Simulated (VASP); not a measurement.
# KBr (Immm) in VASP: a series of runs

KBr is run at these levels: PBE; tasks: single point.

All numbers are computed with VASP 6.6.1; they aren't measurements. Logs are shortened: lines on timing, memory, paths and dates and some standing lists are left out, and cuts for length are marked.

### Step 1. The cell of the first run

The structure is orthorhombic, space group Immm (No. 71). The conventional cell has a = 4.423 Å, b = 4.889 Å, c = 6.585 Å, α = 90.00°, β = 90.00°, γ = 90.00°. Within 4.3 Å of K (site symmetry mmm) lie 6 Br at 3.29 to 3.30 Å. Within 4.3 Å of Br (site symmetry mmm) lie 6 K at 3.29 to 3.30 Å.

### Step 2. Single point, PBE (strain -0.1000 x Voigt [0, 0, 0, 0, 1, 0])

Input file INCAR:

```
SYSTEM = KBr
PREC = Accurate
ENCUT = 520
EDIFF = 1E-6
ISMEAR = 0
SIGMA = 0.05
LREAL = .FALSE.
LASPH = .TRUE.
NELM = 60
ALGO = Normal
ISIF = 2
LWAVE = .FALSE.
LCHARG = .FALSE.
GGA = PE
NBANDS = 15
```

Input file KPOINTS:

```
regular mesh
0
G
  6 6 6
  0 0 0
```

Input file POSCAR:

```
KBr
1.0
   -0.1646250000      3.2925000000      3.2925000000
    3.1278750000      0.0000000000      3.1278750000
    3.2925000000      3.2925000000     -0.1646250000
K Br
1 1
Direct
    0.0000000000      0.0000000000      0.0000000000
    0.5000000000      0.5000000000      0.5000000000
```

Potentials or basis: VASP PAW PBE potentials, release 64 (K_sv, Br).

Command:

```
$ cat potpaw_PBE.64/K_sv/POTCAR potpaw_PBE.64/Br/POTCAR > POTCAR
$ mpirun -np 1 vasp_std > vasp.out
```

OUTCAR:

```text
SYSTEM = KBr
   PREC = Accurate
   ENCUT = 520
   EDIFF = 1E-6
   ISMEAR = 0
   LREAL = .FALSE.
   LASPH = .TRUE.
   NELM = 60
   ISIF = 2
   GGA = PE

 ion  position               nearest neighbor table
   1  0.000  0.000  0.000-   2 3.29   2 3.29   2 3.30   2 3.30   2 3.30   2 3.30
   2  0.500  0.500  0.500-   1 3.29   1 3.29   1 3.30   1 3.30   1 3.30   1 3.30

  LATTYP: Found a body centered orthorhombic cell.
 ALAT       =     4.4234832464
 B/A-ratio  =     1.1052631579
 C/A-ratio  =     1.4886458551

  Lattice vectors:

 A1 = (   3.2925000000,  -3.2925000000,  -0.1646250000)
 A2 = (  -3.2925000000,  -3.2925000000,   0.1646250000)
 A3 = (   0.1646250000,   3.2925000000,  -3.2925000000)

Analysis of symmetry for initial positions (statically):
=====================================================================
 Subroutine PRICEL returns:
 Original cell was already a primitive cell.

 Routine SETGRP: Setting up the symmetry group for a
 body centered orthorhombic supercell.

 Subroutine GETGRP returns: Found  8 space group operations
 (whereof  8 operations were pure point group operations)
 out of a pool of  8 trial point group operations.

The static configuration has the point symmetry D_2h.

Analysis of symmetry for dynamics (positions and initial velocities):
=====================================================================
 Subroutine PRICEL returns:
 Original cell was already a primitive cell.

 Routine SETGRP: Setting up the symmetry group for a
 body centered orthorhombic supercell.

 Subroutine GETGRP returns: Found  8 space group operations
 (whereof  8 operations were pure point group operations)
 out of a pool of  8 trial point group operations.

The dynamic configuration has the point symmetry D_2h.

 Subroutine INISYM returns: Found  8 space group operations
 (whereof  8 operations are pure point group operations),
 and found     1 'primitive' translations

----------------------------------------------------------------------------------------

                                     Primitive cell

  volume of cell :      71.2066

  direct lattice vectors                    reciprocal lattice vectors
    -0.164625000  3.292500000  3.292500000    -0.144628846  0.151860289  0.144628846
     3.127875000  0.000000000  3.127875000     0.159852935 -0.151860289  0.159852935
     3.292500000  3.292500000 -0.164625000     0.144628846  0.151860289 -0.144628846

  length of vectors
     4.659207432  4.423483246  4.659207432     0.254748020  0.272337051  0.254748020

  position of ions in fractional coordinates (direct lattice)
     0.000000000  0.000000000  0.000000000
     0.500000000  0.500000000  0.500000000

  ion indices of the primitive-cell ions
   primitive index   ion index
                 1           1
                 2           2

----------------------------------------------------------------------------------------

 KPOINTS: regular mesh

Automatic generation of k-mesh.
 Grid dimensions read from file:
 generate k-points for:    6    6    6

 Generating k-lattice:

  Cartesian coordinates                     Fractional coordinates (reciprocal lattice)
    -0.024104808  0.025310048  0.024104808     0.166666667  0.000000000 -0.000000000
     0.026642156 -0.025310048  0.026642156     0.000000000  0.166666667  0.000000000
     0.024104808  0.025310048 -0.024104808    -0.000000000  0.000000000  0.166666667

  Length of vectors
     0.042458003  0.045389508  0.042458003

  Shift w.r.t. Gamma in fractional coordinates (k-lattice)
     0.000000000  0.000000000  0.000000000

 Subroutine IBZKPT returns following result:
 ===========================================

 Found     46 irreducible k-points:

 Following reciprocal coordinates:
            Coordinates               Weight
  0.000000  0.000000  0.000000      1.000000
  0.166667  0.000000 -0.000000      4.000000
  0.333333  0.000000  0.000000      4.000000
  0.500000  0.000000 -0.000000      2.000000
  0.000000  0.166667 -0.000000      4.000000
  0.166667  0.166667  0.000000      4.000000
[... 16 lines left out ...]
  0.500000  0.000000  0.166667      4.000000
 -0.333333  0.000000  0.166667      4.000000
 [... further k-points ...]
   k-points           NKPTS =     46   k-points in BZ     NKDIM =     46   number of bands    NBANDS=     15
   number of dos      NEDOS =    301   number of ions     NIONS =      2
   total plane-waves  NPLWV =  46656
   dimension x,y,z NGX =    36 NGY =   36 NGZ =   36
   dimension x,y,z NGXF=    72 NGYF=   72 NGZF=   72
   ions per type =               1   1
   NGX,Y,Z   is equivalent  to a cutoff of  12.85, 13.53, 12.85 a.u.
   NGXF,Y,Z  is equivalent  to a cutoff of  25.69, 27.06, 25.69 a.u.
 SYSTEM =  KBr
   PREC   = accura    normal or accurate (medium, high low for compatibility)
   ISTART =      0    job   : 0-new  1-cont  2-samecut
   ICHARG =      2    charge: 1-file 2-atom 10-const
   ISPIN  =      1    spin polarized calculation?
   LNONCOLLINEAR =      F non collinear calculations
   LSORBIT =      F    spin-orbit coupling
   LASPH  =      T    aspherical Exc in radial PAW
   ENCUT  =  520.0 eV  38.22 Ry    6.18 a.u.   8.66  8.22  8.66*2*pi/ulx,y,z
   NELM   =     60;   NELMIN=  2; NELMDL= -5     # of ELM steps
   EDIFF  = 0.1E-05   stopping-criterion for ELM
   LREAL  =      F    real-space projection
   EDIFFG = 0.1E-04   stopping-criterion for IOM
   NSW    =      0    number of steps for IOM
   IBRION =     -1    ionic relax: 0-MD 1-quasi-New 2-CG
   NFREE  =      0    steps in history (QN), initial steepest desc. (CG)
   ISIF   =      2    stress and relaxation
   ISYM   =      2    0-nonsym 1-usesym 2-fastsym
   POTIM  = 0.5000    time-step for ionic-motion
   TEBEG  =    0.0;   TEEND  =   0.0 temperature during run
   PSTRESS=    0.0 pullay stress
   NELECT =      16.0000    total number of electrons
   NUPDOWN=      -1.0000    fix difference up-down
   EMIN   =  10.00;   EMAX   =-10.00  energy-range for DOS
   EFERMI =   0.00;   METHOD = LEGACY
   ISMEAR =     0;   SIGMA  =   0.05  broadening in eV -4-tet -1-fermi 0-gaus
   EFERMI_NEDOS =   21; number of points for ismear=-14 and -15
   IALGO  =     38    algorithm
   IMIX   =      4    mixing-type and parameters
     AMIX     =   0.40;   BMIX     =  1.00
     AMIX_MAG =   1.60;   BMIX_MAG =  1.00
  volume/ion in A,a.u.               =      35.60       240.26
  Fermi-wavevector in a.u.,A,eV,Ry     =   0.995271  1.880790 13.477450  0.990565
  Thomas-Fermi vector in A             =   2.127280
   LORBIT       =      0    0 simple, 1 ext, 2 COOP (PROOUT), +10 PAW based schemes
   GGA     = PE    functional components
   LHFCALC =     F    Hartree Fock is set to
   AEXX    =    0.0000 exact exchange contribution
   IVDW    =     0    specifies the selected vdW correction
   LEPSILON=     F    determine dielectric tensor
   LRPA    =     F    only Hartree local field effects (RPA)
 non-spin polarized calculation
 Gauss-broadening in eV      SIGMA  =   0.05
  energy-cutoff  :      520.00
  volume of cell :       71.21
 maximum number of plane-waves:      1945
 NGX is ok and might be reduce to    36
   NGX = 17   NGY = 17   NGZ = 17

 number of electron      16.0000001 magnetization

 Free energy of the ion-electron system (eV)
  ---------------------------------------------------
  ext. energy  EPLUGINS =         0.00000000
  ---------------------------------------------------
  free energy    TOTEN  =        -6.20046223 eV

  energy without entropy =       -6.20046223  energy(sigma->0) =       -6.20046223

 E-fermi :  -1.2623     XC(G=0):  -7.4106

 val. band max:       -1.5602546466   @ k =   0.0000   0.0000   0.0000
 cond. band min:       2.7394283974   @ k =   0.0000   0.0000   0.0000
 fundamental gap:      4.2996830440
 Fermi energy:        -1.2622900714

 k-point     1 :       0.0000    0.0000    0.0000
  band No.  band energies     occupation
      1     -29.4842      2.00000
      2     -13.9932      2.00000
      3     -12.9645      2.00000
      4     -12.9607      2.00000
      5     -12.9557      2.00000
      6      -1.7868      2.00000
      7      -1.7003      2.00000
      8      -1.5603      2.00000
      9       2.7394      0.00000
     10       5.5272      0.00000
     11       5.9264      0.00000
     12       6.3207      0.00000
     13       6.7425      0.00000
     14       6.7976      0.00000
     15       9.9432      0.00000

 k-point     2 :       0.1667    0.0000   -0.0000
  band No.  band energies     occupation
      1     -29.4829      2.00000
      2     -14.0519      2.00000
      3     -12.9663      2.00000
      4     -12.9594      2.00000
      5     -12.8802      2.00000
      6      -2.1138      2.00000
      7      -1.8073      2.00000
      8      -1.6375      2.00000
      9       3.3742      0.00000
     10       5.5943      0.00000
     11       6.1182      0.00000
     12       6.6214      0.00000
     13       7.0794      0.00000
     14       7.1662      0.00000
     15      10.6396      0.00000

 k-point     3 :       0.3333    0.0000    0.0000
  band No.  band energies     occupation
      1     -29.4805      2.00000
      2     -14.1513      2.00000
      3     -12.9699      2.00000
      4     -12.9594      2.00000
      5     -12.7436      2.00000
      6      -2.6728      2.00000
      7      -1.9573      2.00000
      8      -1.7832      2.00000
      9       4.4960      0.00000
     10       5.8862      0.00000
     11       6.9250      0.00000
     12       7.4308      0.00000
     13       7.9362      0.00000
     14       8.1109      0.00000
     15       9.6810      0.00000
[... 343 lines left out ...]
 k-point    23 :       0.5000    0.0000    0.1667
  band No.  band energies     occupation
      1     -29.4786      2.00000
      2     -14.1332      2.00000
      3     -12.9791      2.00000
      4     -12.9776      2.00000
      5     -12.7506      2.00000
      6      -2.7658      2.00000
      7      -2.1212      2.00000
      8      -1.8406      2.00000
      9       5.1367      0.00000
     10       5.8519      0.00000
     11       7.5013      0.00000
     12       7.8280      0.00000
     13       8.3053      0.00000
     14       8.5965      0.00000
     15       9.3063      0.00000

 k-point    24 :      -0.3333    0.0000    0.1667
  band No.  band energies     occupation
      1     -29.4793      2.00000
      2     -14.1405      2.00000
      3     -12.9898      2.00000
      4     -12.9718      2.00000
      5     -12.7334      2.00000
      6      -2.6961      2.00000
      7      -2.0957      2.00000
      8      -1.8430      2.00000
      9       5.0170      0.00000
     10       6.0410      0.00000
     11       7.3001      0.00000
     12       7.6082      0.00000
     13       7.6354      0.00000
     14       9.1311      0.00000
     15       9.1598      0.00000

 [... further k-points ...]
[... 5 lines left out ...]
  --------------------------------------------------------------------------------------
  -------------------------------------------------------------------------------------
  Total        0.3932163      0.3633822      0.3932163      0.0000000      0.0000000      0.2253409
  in kB        8.8475269      8.1762468      8.8475269      0.0000000      0.0000000      5.0702623
  external PRESSURE =       8.6237669 kB  Pullay stress =       0.0000000 kB

 VOLUME and BASIS-vectors are now :
 -----------------------------------------------------------------------------
  energy-cutoff  :      520.00
  volume of cell :       71.21
      direct lattice vectors                 reciprocal lattice vectors
    -0.164625000  3.292500000  3.292500000    -0.144628846  0.151860289  0.144628846
     3.127875000  0.000000000  3.127875000     0.159852935 -0.151860289  0.159852935
     3.292500000  3.292500000 -0.164625000     0.144628846  0.151860289 -0.144628846

 POSITION                                       TOTAL-FORCE (eV/Angst)
 -----------------------------------------------------------------------------------
      0.00000      0.00000      0.00000         0.000000      0.000000      0.000000
      3.12787      3.29250      3.12787         0.000000      0.000000     -0.000000
 -----------------------------------------------------------------------------------
    total drift:                                0.000000      0.000000      0.000000

  FREE ENERGIE OF THE ION-ELECTRON SYSTEM (eV)
  ---------------------------------------------------
  free  energy   TOTEN  =        -6.2004622288 eV

  energy  without entropy=       -6.2004622288  energy(sigma->0) =       -6.20046223
```

Wall time 17 s (1 thread of Intel Xeon 6975P-C (Granite Rapids), shared host); peak memory 0.22 GiB.

Results:

```
Free energy            : -6.2005 eV
Pressure               : 0.9 GPa
Band gap on the k mesh : 4.30 eV, direct
```

Caveat: the cell differs from its parent crystal (strain -0.1000 x Voigt [0, 0, 0, 0, 1, 0]).

### Step 3. Single point, PBE (strain +0.0750 x Voigt [0, 0, 0, 0, 1, 0])

Input file INCAR:

```
SYSTEM = KBr
ALGO = Normal ; EDIFF = 1E-7
ENCUT = 520 ; GGA = PE
ISIF = 2 ; ISMEAR = 0
LASPH = .True. ; LCHARG = .False.
LREAL = .False. ; LWAVE = .False.
NBANDS = 15 ; NELM = 60
PREC = Accurate ; SIGMA = 0.05
```

Input file KPOINTS:

```
k-points
0
Gamma
  6 6 6
  0 0 0
```

Input file POSCAR:

```
KBr
1.0
    0.1234687500      3.2925000000      3.2925000000
    3.4159687500      0.0000000000      3.4159687500
    3.2925000000      3.2925000000      0.1234687500
K Br
1 1
Direct
    0.0000000000      0.0000000000      0.0000000000
    0.5000000000      0.5000000000      0.5000000000
```

Potentials or basis: VASP PAW PBE potentials, release 64 (K_sv, Br).

Command:

```
$ cat potpaw_PBE.64/K_sv/POTCAR potpaw_PBE.64/Br/POTCAR > POTCAR
$ mpirun -np 1 vasp_std > vasp.out
```

It took 18 s on 1 thread of Intel Xeon 6975P-C (Granite Rapids), shared host; peak memory 0.22 GiB.

The run converged. Its results:

```
Free energy            : -6.2058 eV
Pressure               : 0.9 GPa
Band gap on the k mesh : 4.35 eV, direct
```

Stress tensor (GPa, compression positive):
```
 0.88  0.00 -0.37
 0.00  0.84  0.00
-0.37  0.00  0.88
```

Levels at points of the mesh, in eV from the valence-band top:
```
           k point  band 6  band 7  band 8  band 9  band 10  band 11
(0.00, 0.00, 0.00)   -0.17   -0.10    0.00    4.35     7.22     7.52
(0.50, 0.00, 0.00)   -1.28   -0.53   -0.44    6.50     8.24     9.58
(0.00, 0.50, 0.00)   -1.30   -0.43   -0.30    6.52     8.01     9.45
(0.50, 0.50, 0.00)   -0.92   -0.39   -0.38    5.76     7.11     9.23
(0.50, 0.00, 0.50)   -0.92   -0.49   -0.26    5.75     7.15     9.31
```

Caveat: the cell differs from its parent crystal (strain +0.0750 x Voigt [0, 0, 0, 0, 1, 0]).

### Step 4. Single point, PBE (strain +0.0875 x Voigt [0, 0, 0, 0, 1, 0])

Input file INCAR:

```
SYSTEM = KBr
PREC = Accurate ; ENCUT = 520
EDIFF = 1E-6 ; ISMEAR = 0
SIGMA = 0.05 ; LREAL = .False.
LASPH = .True. ; NELM = 80
ALGO = Normal ; ISIF = 2
LWAVE = .False. ; LCHARG = .True.
GGA = PE ; LELF = .True.
LVHAR = .True. ; NBANDS = 15
```

Input file KPOINTS:

```
Automatic mesh
0
Gamma
  6 6 6
  0 0 0
```

Input file POSCAR:

```
KBr
1.0
    0.1440468750      3.2925000000      3.2925000000
    3.4365468750      0.0000000000      3.4365468750
    3.2925000000      3.2925000000      0.1440468750
K Br
1 1
Direct
    0.0000000000      0.0000000000      0.0000000000
    0.5000000000      0.5000000000      0.5000000000
```

Command:

```
$ cat potpaw_PBE.64/K_sv/POTCAR potpaw_PBE.64/Br/POTCAR > POTCAR
$ mpirun -np 1 vasp_std > vasp.out
```

Run time: 17 s. Hardware: 1 thread of Intel Xeon 6975P-C (Granite Rapids), shared host; peak memory 0.23 GiB.

Results (log left out):

```yaml
Free_energy: -6.2033 eV
Pressure: 0.9 GPa
Band_gap_on_the_k_mesh: 4.32 eV, direct
```

Stress tensor (GPa, compression positive):
```
 0.88  0.00 -0.44
 0.00  0.83  0.00
-0.44  0.00  0.88
```

Levels at points of the mesh, in eV from the valence-band top:
```tsv
k point	band 6	band 7	band 8	band 9	band 10	band 11
(0.00, 0.00, 0.00)	-0.20	-0.12	0.00	4.32	7.15	7.50
(0.50, 0.00, 0.00)	-1.30	-0.57	-0.46	6.48	8.23	9.54
(0.00, 0.50, 0.00)	-1.33	-0.45	-0.30	6.51	7.95	9.40
(0.50, 0.50, 0.00)	-0.94	-0.41	-0.40	5.74	7.08	9.20
(0.50, 0.00, 0.50)	-0.94	-0.52	-0.25	5.72	7.14	9.30
```

Caveat: the cell differs from its parent crystal (strain +0.0875 x Voigt [0, 0, 0, 0, 1, 0]).

### Step 5. Single point, PBE (strain +0.0625 x Voigt [0, 0, 0, 0, 1, 0])

Input file INCAR:

```
PREC     = Accurate       # precision mode
ENCUT    = 520            # plane-wave cutoff, eV
EDIFF    = 1E-6           # SCF threshold, eV
ISMEAR   = 0              # smearing method
SIGMA    = 0.05           # smearing width, eV
LREAL    = False          # projectors in reciprocal space
LASPH    = True           # aspherical terms in the spheres
NELM     = 80             # most SCF steps
ALGO     = Normal         # electronic algorithm
ISIF     = 2              # what is computed and relaxed
LWAVE    = False          # write WAVECAR
LCHARG   = False          # write CHGCAR
GGA      = PE             # functional
NBANDS   = 15             # bands
```

Input file KPOINTS:

```
Automatic mesh
0
Gamma
  6 6 6
```

Input file POSCAR:

```
KBr
1.0
    0.1028906250      3.2925000000      3.2925000000
    3.3953906250      0.0000000000      3.3953906250
    3.2925000000      3.2925000000      0.1028906250
K Br
1 1
Direct
    0.0000000000      0.0000000000      0.0000000000
    0.5000000000      0.5000000000      0.5000000000
```

Command:

```
$ cat potpaw_PBE.64/K_sv/POTCAR potpaw_PBE.64/Br/POTCAR > POTCAR
$ mpirun -np 1 vasp_std > vasp.out
```

Wall time 16 s (1 thread of Intel Xeon 6975P-C (Granite Rapids), shared host); peak memory 0.22 GiB.

Results (log left out):

| Item | Value |
| --- | --- |
| Free energy | -6.2079 eV |
| Pressure | 0.9 GPa |
| Band gap on the k mesh | 4.37 eV, direct |

Stress tensor (GPa, compression positive):
```
 0.88  0.00 -0.31
 0.00  0.85  0.00
-0.31  0.00  0.88
```

Levels at points of the mesh, in eV from the valence-band top:
```csv
k point,band 4,band 5,band 6,band 7,band 8,band 9,band 10,band 11,band 12,band 13
"(0.00, 0.00, 0.00)",-11.33,-11.33,-0.14,-0.08,0.00,4.37,7.28,7.53,7.78,8.36
"(0.50, 0.00, 0.00)",-11.33,-11.09,-1.26,-0.50,-0.42,6.52,8.25,9.61,9.76,9.94
"(0.00, 0.50, 0.00)",-11.33,-11.06,-1.28,-0.41,-0.31,6.54,8.06,9.50,9.79,9.96
"(0.50, 0.50, 0.00)",-11.37,-11.36,-0.90,-0.37,-0.36,5.78,7.13,9.27,9.46,9.57
"(0.50, 0.00, 0.50)",-11.37,-11.37,-0.90,-0.46,-0.26,5.77,7.16,9.32,9.47,9.61
```

Caveat: the cell differs from its parent crystal (strain +0.0625 x Voigt [0, 0, 0, 0, 1, 0]).

### Step 6. Overview

| cell | gap on the mesh (eV) | pressure (GPa) |
| --- | --- | --- |
| a = 4.659, b = 4.423 Å, angles 61.7, 63.3, 61.7°, 2 atoms | 4.30 | 0.9 |
| a = 4.658, b = 4.831 Å, angles 58.8, 57.5, 58.8°, 2 atoms | 4.35 | 0.9 |
| a = 4.659, b = 4.860 Å, angles 58.6, 57.1, 58.6°, 2 atoms | 4.32 | 0.9 |
| a = 4.657, b = 4.802 Å, angles 59.0, 57.9, 59.0°, 2 atoms | 4.37 | 0.9 |

Alike in all rows: task single point; level PBE; potentials or basis VASP PAW PBE potentials, release 64 (K_sv, Br); no spin polarisation; k mesh 6 × 6 × 6; cutoff (eV) 520; smearing gaussian 0.05 eV.

Absolute energies hang on the potentials; compare differences alone.
